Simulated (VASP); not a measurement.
Runs of VASP 6.6.1 on TaN. The structure is that of space group P3m1 (No. 156), or close to it. The cells are those of the table. 

```csv
cell,gap on the mesh (eV),pressure (GPa),largest force (eV/Å)
"a = 2.924, b = 2.924, c = 8.312 Å, angles 90.0, 90.0, 60.0°, 6 atoms",none,21.7,8.02
"a = 2.924, b = 2.924, c = 9.612 Å, angles 90.0, 90.0, 60.0°, 6 atoms",none,(a),5.31
"a = 2.924, b = 2.924, c = 8.862 Å, angles 90.0, 90.0, 60.0°, 6 atoms",none,(b),3.13
"a = 2.924, b = 2.924, c = 10.112 Å, angles 90.0, 90.0, 60.0°, 6 atoms",none,-9.1,6.28
"a = 2.924, b = 2.924, c = 9.112 Å, angles 90.0, 90.0, 60.0°, 6 atoms",none,-10.7,4.14
```

Alike in all rows: task single point; level PBEsol; potentials or basis VASP PAW PBE potentials, release 64 (Ta_pv, N); no spin polarisation; k mesh 23 × 23 × 7; cutoff (eV) 520; smearing gaussian 0.15 eV.

**Question.** Estimate the missing entries.

**Answer.** (a) -10.8; (b) -7.3.

Caveats: the PAW data sets were made with another functional, which shifts forces and pressure a little; spin-orbit coupling is left out, which moves the levels of the heavy elements; the cell stands under tension (at least some runs); the cell stands under pressure (at least some runs).

A k mesh can miss the band edges, and the runs leave out spin-orbit coupling on Ta.

A gap of «none» marks levels without a gap at the run's occupations.
